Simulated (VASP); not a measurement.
# C (Im-3m) in VASP: further runs

The runs below take C through single point, with PBE.

Everything below comes from runs of VASP 6.6.1. Logs are shortened: lines on timing, memory, paths and dates and some standing lists are left out, and cuts for length are marked.

### Step 1. The cell of the first run

Symmetry: Im-3m, No. 229, cubic system. Conventional cell: a = 2.157 Å, b = 2.157 Å, c = 2.157 Å, α = 90.00°, β = 90.00°, γ = 90.00°. C (site symmetry m-3m) has 14 C at 1.87 to 2.16 Å within 2.5 Å.

### Step 2. Single point, PBE

INCAR reads:

```
PREC = Accurate
ENCUT = 520
EDIFF = 1E-6
ISMEAR = -1
SIGMA = 0.1
LREAL = F
LASPH = T
NELM = 80
ALGO = Normal
ISIF = 2
LWAVE = F
LCHARG = F
GGA = PE
NBANDS = 8
```

KPOINTS reads:

```
regular mesh
0
Gamma
  25 25 25
```

POSCAR reads:

```
C
1.0
   -1.0783059509      1.0783059509      1.0783059509
    1.0783059509     -1.0783059509      1.0783059509
    1.0783059509      1.0783059509     -1.0783059509
C
1
Direct
    0.0000000000      0.0000000000      0.0000000000
```

Potentials or basis: VASP PAW PBE potentials, release 64 (C).

Started as:

```console
$ cat potpaw_PBE.64/C/POTCAR > POTCAR
$ mpirun -np 1 vasp_std > vasp.out
```

OUTCAR:

```text
PREC = Accurate
   ENCUT = 520
   EDIFF = 1E-6
   ISMEAR = -1
   LREAL = F
   LASPH = T
   NELM = 80
   ISIF = 2
   GGA = PE

 ion  position               nearest neighbor table
   1  0.000  0.000  0.000-

  LATTYP: Found a body centered cubic cell.
 ALAT       =     2.1566119018

  Lattice vectors:

 A1 = (  -1.0783059509,   1.0783059509,   1.0783059509)
 A2 = (   1.0783059509,  -1.0783059509,   1.0783059509)
 A3 = (   1.0783059509,   1.0783059509,  -1.0783059509)

Analysis of symmetry for initial positions (statically):
=====================================================================
 Subroutine PRICEL returns:
 Original cell was already a primitive cell.

 Routine SETGRP: Setting up the symmetry group for a
 body centered cubic supercell.

 Subroutine GETGRP returns: Found 48 space group operations
 (whereof 48 operations were pure point group operations)
 out of a pool of 48 trial point group operations.

The static configuration has the point symmetry O_h .

Analysis of symmetry for dynamics (positions and initial velocities):
=====================================================================
 Subroutine PRICEL returns:
 Original cell was already a primitive cell.

 Routine SETGRP: Setting up the symmetry group for a
 body centered cubic supercell.

 Subroutine GETGRP returns: Found 48 space group operations
 (whereof 48 operations were pure point group operations)
 out of a pool of 48 trial point group operations.

The dynamic configuration has the point symmetry O_h .

 Subroutine INISYM returns: Found 48 space group operations
 (whereof 48 operations are pure point group operations),
 and found     1 'primitive' translations

----------------------------------------------------------------------------------------

                                     Primitive cell

  volume of cell :       5.0152

  direct lattice vectors                    reciprocal lattice vectors
    -1.078305951  1.078305951  1.078305951     0.000000000  0.463690291  0.463690291
     1.078305951 -1.078305951  1.078305951     0.463690291  0.000000000  0.463690291
     1.078305951  1.078305951 -1.078305951     0.463690291  0.463690291  0.000000000

  length of vectors
     1.867680693  1.867680693  1.867680693     0.655757098  0.655757098  0.655757098

  position of ions in fractional coordinates (direct lattice)
     0.000000000  0.000000000  0.000000000

  ion indices of the primitive-cell ions
   primitive index   ion index
                 1           1

----------------------------------------------------------------------------------------

 KPOINTS: regular mesh

Automatic generation of k-mesh.
 Grid dimensions read from file:
 generate k-points for:   25   25   25

 Generating k-lattice:

  Cartesian coordinates                     Fractional coordinates (reciprocal lattice)
     0.000000000  0.018547612  0.018547612     0.040000000  0.000000000  0.000000000
     0.018547612  0.000000000  0.018547612     0.000000000  0.040000000  0.000000000
     0.018547612  0.018547612  0.000000000     0.000000000  0.000000000  0.040000000

  Length of vectors
     0.026230284  0.026230284  0.026230284

  Shift w.r.t. Gamma in fractional coordinates (k-lattice)
     0.000000000  0.000000000  0.000000000

 Subroutine IBZKPT returns following result:
 ===========================================

 Found    455 irreducible k-points:

 Following reciprocal coordinates:
            Coordinates               Weight
  0.000000  0.000000  0.000000      1.000000
  0.040000  0.000000  0.000000     12.000000
  0.080000  0.000000  0.000000     12.000000
  0.120000  0.000000  0.000000     12.000000
  0.160000  0.000000  0.000000     12.000000
  0.200000  0.000000  0.000000     12.000000
[... 16 lines left out ...]
  0.400000  0.040000  0.000000     48.000000
  0.440000  0.040000 -0.000000     48.000000
 [... further k-points ...]
   k-points           NKPTS =    455   k-points in BZ     NKDIM =    455   number of bands    NBANDS=      8
   number of dos      NEDOS =    301   number of ions     NIONS =      1
   total plane-waves  NPLWV =   2744
   dimension x,y,z NGX =    14 NGY =   14 NGZ =   14
   dimension x,y,z NGXF=    28 NGYF=   28 NGZF=   28
   ions per type =               1
   NGX,Y,Z   is equivalent  to a cutoff of  12.46, 12.46, 12.46 a.u.
   NGXF,Y,Z  is equivalent  to a cutoff of  24.92, 24.92, 24.92 a.u.
 SYSTEM =  unknown system
   PREC   = accura    normal or accurate (medium, high low for compatibility)
   ISTART =      0    job   : 0-new  1-cont  2-samecut
   ICHARG =      2    charge: 1-file 2-atom 10-const
   ISPIN  =      1    spin polarized calculation?
   LNONCOLLINEAR =      F non collinear calculations
   LSORBIT =      F    spin-orbit coupling
   LASPH  =      T    aspherical Exc in radial PAW
   ENCUT  =  520.0 eV  38.22 Ry    6.18 a.u.   3.47  3.47  3.47*2*pi/ulx,y,z
   NELM   =     80;   NELMIN=  2; NELMDL= -5     # of ELM steps
   EDIFF  = 0.1E-05   stopping-criterion for ELM
   LREAL  =      F    real-space projection
   EDIFFG = 0.1E-04   stopping-criterion for IOM
   NSW    =      0    number of steps for IOM
   IBRION =     -1    ionic relax: 0-MD 1-quasi-New 2-CG
   NFREE  =      0    steps in history (QN), initial steepest desc. (CG)
   ISIF   =      2    stress and relaxation
   ISYM   =      2    0-nonsym 1-usesym 2-fastsym
   POTIM  = 0.5000    time-step for ionic-motion
   TEBEG  =    0.0;   TEEND  =   0.0 temperature during run
   PSTRESS=    0.0 pullay stress
   NELECT =       4.0000    total number of electrons
   NUPDOWN=      -1.0000    fix difference up-down
   EMIN   =  10.00;   EMAX   =-10.00  energy-range for DOS
   EFERMI =   0.00;   METHOD = LEGACY
   ISMEAR =    -1;   SIGMA  =   0.10  broadening in eV -4-tet -1-fermi 0-gaus
   EFERMI_NEDOS =   21; number of points for ismear=-14 and -15
   IALGO  =     38    algorithm
   IMIX   =      4    mixing-type and parameters
     AMIX     =   0.40;   BMIX     =  1.00
     AMIX_MAG =   1.60;   BMIX_MAG =  1.00
  volume/ion in A,a.u.               =       5.02        33.84
  Fermi-wavevector in a.u.,A,eV,Ry     =   1.518213  2.869007 31.361048  2.304972
  Thomas-Fermi vector in A             =   2.627364
   LORBIT       =      0    0 simple, 1 ext, 2 COOP (PROOUT), +10 PAW based schemes
   GGA     = PE    functional components
   LHFCALC =     F    Hartree Fock is set to
   AEXX    =    0.0000 exact exchange contribution
   IVDW    =     0    specifies the selected vdW correction
   LEPSILON=     F    determine dielectric tensor
   LRPA    =     F    only Hartree local field effects (RPA)
 non-spin polarized calculation
  energy-cutoff  :      520.00
  volume of cell :        5.02
 maximum number of plane-waves:       143
 NGX is ok and might be reduce to    14
   NGX =  7   NGY =  7   NGZ =  7

 number of electron       4.0000000 magnetization

 Free energy of the ion-electron system (eV)
  ---------------------------------------------------
  ext. energy  EPLUGINS =         0.00000000
  ---------------------------------------------------
  free energy    TOTEN  =        -4.48347996 eV

  energy without entropy =       -4.47332946  energy(sigma->0) =       -4.47840471

 E-fermi :  13.0110     XC(G=0): -14.5634

 val. band max:       12.9621679897   @ k =  -0.2400   0.4400   0.0400
 cond. band min:      13.0110726409   @ k =  -0.3200   0.4800   0.0800
 fundamental gap:      0.0489046512
 Fermi energy:        13.0110258492

 k-point     1 :       0.0000    0.0000    0.0000
  band No.  band energies     occupation
      1     -10.9876      2.00000
      2      25.0371      0.00000
      3      25.0371      0.00000
      4      25.0371      0.00000
      5      51.1460      0.00000
      6      51.1460      0.00000
      7      51.1460      0.00000
      8      56.0541      0.00000

 k-point     2 :       0.0400    0.0000    0.0000
  band No.  band energies     occupation
      1     -10.9018      2.00000
      2      24.8154      0.00000
      3      24.8885      0.00000
      4      25.0059      0.00000
      5      50.4168      0.00000
      6      50.4703      0.00000
      7      51.4840      0.00000
      8      54.5054      0.00000

 k-point     3 :       0.0800    0.0000    0.0000
  band No.  band energies     occupation
      1     -10.6446      2.00000
      2      24.1467      0.00000
      3      24.4681      0.00000
      4      24.9113      0.00000
      5      48.4121      0.00000
      6      48.8569      0.00000
      7      52.4719      0.00000
      8      54.0446      0.00000

 k-point     4 :       0.1200    0.0000    0.0000
  band No.  band energies     occupation
      1     -10.2163      2.00000
      2      23.0353      0.00000
      3      23.8410      0.00000
      4      24.7583      0.00000
      5      46.0629      0.00000
      6      47.1207      0.00000
      7      53.2307      0.00000
      8      54.0430      0.00000

 k-point     5 :       0.1600    0.0000    0.0000
  band No.  band energies     occupation
      1      -9.6174      2.00000
      2      21.5064      0.00000
      3      23.0870      0.00000
      4      24.5544      0.00000
      5      44.0367      0.00000
      6      45.4415      0.00000
      7      52.6532      0.00000
      8      55.4853      0.00000

 k-point     6 :       0.2000    0.0000    0.0000
  band No.  band energies     occupation
      1      -8.8487      2.00000
      2      19.6200      0.00000
      3      22.2817      0.00000
      4      24.3111      0.00000
      5      42.4487      0.00000
      6      43.8989      0.00000
      7      52.3971      0.00000
      8      56.6196      0.00000

 k-point     7 :       0.2400    0.0000    0.0000
  band No.  band energies     occupation
      1      -7.9119      2.00000
      2      17.4638      0.00000
      3      21.4828      0.00000
      4      24.0422      0.00000
      5      41.2709      0.00000
      6      42.5252      0.00000
      7      52.4518      0.00000
      8      57.5647      0.00000

 k-point     8 :       0.2800    0.0000    0.0000
  band No.  band energies     occupation
      1      -6.8087      2.00000
      2      15.1411      0.00000
      3      20.7378      0.00000
      4      23.7670      0.00000
      5      40.4378      0.00000
      6      41.3355      0.00000
      7      52.7953      0.00000
      8      57.7117      0.00000

 k-point     9 :       0.3200    0.0000    0.0000
  band No.  band energies     occupation
      1      -5.5429      2.00000
      2      12.7426      1.87216
      3      20.0793      0.00000
      4      23.5029      0.00000
      5      39.8710      0.00000
      6      40.3375      0.00000
      7      53.3892      0.00000
      8      57.4312      0.00000

 k-point    10 :       0.3600    0.0000    0.0000
  band No.  band energies     occupation
      1      -4.1216      2.00000
      2      10.3447      2.00000
      3      19.5293      0.00000
      4      23.2676      0.00000
      5      39.5007      0.00000
      6      39.5356      0.00000
      7      54.1751      0.00000
      8      57.0613      0.00000
[... 78 lines left out ...]
 k-point    18 :       0.2000    0.0400    0.0000
  band No.  band energies     occupation
      1      -8.3373      2.00000
      2      18.5791      0.00000
      3      21.7260      0.00000
      4      24.0066      0.00000
      5      41.8238      0.00000
      6      43.1991      0.00000
      7      52.3009      0.00000
      8      57.6344      0.00000

 k-point    19 :       0.2400    0.0400    0.0000
  band No.  band energies     occupation
      1      -7.3170      2.00000
      2      16.3489      0.00000
      3      20.9280      0.00000
      4      23.7149      0.00000
      5      40.8707      0.00000
      6      42.0062      0.00000
      7      52.5099      0.00000
      8      57.9861      0.00000

 k-point    20 :       0.2800    0.0400   -0.0000
  band No.  band energies     occupation
      1      -6.1320      2.00000
      2      13.9893      0.00011
      3      20.2100      0.00000
      4      23.4255      0.00000
      5      40.2130      0.00000
      6      40.9860      0.00000
      7      52.9616      0.00000
      8      57.6864      0.00000

 k-point    21 :       0.3200    0.0400   -0.0000
  band No.  band energies     occupation
      1      -4.7875      2.00000
      2      11.5888      2.00000
      3      19.5958      0.00000
      4      23.1568      0.00000
      5      39.7718      0.00000
      6      40.1507      0.00000
      7      53.6201      0.00000
      8      57.2815      0.00000

 k-point    22 :       0.3600    0.0400   -0.0000
  band No.  band energies     occupation
      1      -3.2925      2.00000
      2       9.2190      2.00000
      3      19.1036      0.00000
      4      22.9290      0.00000
      5      39.4123      0.00000
      6      39.5799      0.00000
      7      54.4171      0.00000
      8      56.9095      0.00000

 k-point    23 :       0.4000    0.0400    0.0000
  band No.  band energies     occupation
      1      -1.6702      2.00000
      2       6.9454      2.00000
      3      18.7440      0.00000
      4      22.7544      0.00000
      5      38.9803      0.00000
      6      39.3807      0.00000
      7      55.2253      0.00000
      8      56.6151      0.00000

 k-point    24 :       0.4400    0.0400   -0.0000
  band No.  band energies     occupation
      1      -0.0071      2.00000
      2       4.8816      2.00000
      3      18.5258      0.00000
      4      22.6456      0.00000
      5      38.7004      0.00000
      6      39.2957      0.00000
      7      55.8361      0.00000
      8      56.4696      0.00000

 [... further k-points ...]
[... 5 lines left out ...]
  --------------------------------------------------------------------------------------
  -------------------------------------------------------------------------------------
  Total        3.0189777      3.0189777      3.0189777      0.0000000      0.0000000      0.0000000
  in kB      964.4605863    964.4605863    964.4605863      0.0000000      0.0000000      0.0000000
  external PRESSURE =     964.4605863 kB  Pullay stress =       0.0000000 kB

 VOLUME and BASIS-vectors are now :
 -----------------------------------------------------------------------------
  energy-cutoff  :      520.00
  volume of cell :        5.02
      direct lattice vectors                 reciprocal lattice vectors
    -1.078305951  1.078305951  1.078305951     0.000000000  0.463690291  0.463690291
     1.078305951 -1.078305951  1.078305951     0.463690291  0.000000000  0.463690291
     1.078305951  1.078305951 -1.078305951     0.463690291  0.463690291  0.000000000

 POSITION                                       TOTAL-FORCE (eV/Angst)
 -----------------------------------------------------------------------------------
      0.00000      0.00000      0.00000        -0.000000      0.000000      0.000000
 -----------------------------------------------------------------------------------
    total drift:                               -0.000000     -0.000000     -0.000000

  FREE ENERGIE OF THE ION-ELECTRON SYSTEM (eV)
  ---------------------------------------------------
  free  energy   TOTEN  =        -4.4834799559 eV

  energy  without entropy=       -4.4733294596  energy(sigma->0) =       -4.47840471
```

It took 12 s on 1 thread of AMD EPYC 7R43 (Zen 3), shared host; peak memory 0.08 GiB.

Results:

```yaml
Free_energy: -4.4835 eV
Pressure: 96.4 GPa
Band_gap_on_the_k_mesh: zero (band 2 reaches 25.04 eV, above the bottom of band 3 at 7.87 eV)
```

Levels at points of the mesh, in eV from the Fermi level:
| k point | band 1 | band 2 | band 3 | band 4 | band 5 | band 6 | band 7 |
| --- | --- | --- | --- | --- | --- | --- | --- |
| (0.00, 0.00, 0.00) | -24.00 | 12.03 | 12.03 | 12.03 | 38.13 | 38.13 | 38.13 |

(Part 1 of 2 ends here.)
